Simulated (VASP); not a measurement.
Al: single point with PBE

Crystal: Al.

```
CELL_PARAMETERS angstrom
2.68533 0.00000 0.00000
0.00000 2.68533 0.00000
0.00000 0.00000 2.68533
ATOMIC_POSITIONS crystal
Al 0.00000 0.00000 0.00000
```

```json
{"Program": "VASP 6.6.1", "Task": "single point", "Functional": "PBE", "Potentials or basis": "VASP PAW PBE potentials, release 64 (Al)", "Cutoff": "500 eV", "k mesh": "40 × 40 × 40", "Occupations": "fermi-dirac, width 0.0612256 eV", "Spin": "no spin polarisation"}
```

```
Pressure : 2.5 GPa
```

Levels at points of the mesh, in eV from the Fermi level:
```csv
k point,band 1,band 2,band 3,band 4,band 5,band 6,band 7
"(0.00, 0.00, 0.00)",-9.77,8.10,8.10,9.44,9.44,9.44,15.89
"(0.50, 0.00, 0.00)",-5.25,-4.23,10.74,13.13,13.13,14.48,14.48
"(0.50, 0.50, 0.00)",-0.55,-0.55,-0.13,2.13,16.90,17.15,17.15
"(0.50, 0.50, 0.50)",3.00,3.00,3.00,5.62,5.62,5.62,7.47
```

It took 47 s on 1 thread of Intel(R) Xeon(R) 6975P-C (Granite Rapids) (shared host), peak memory 0.3 GiB.
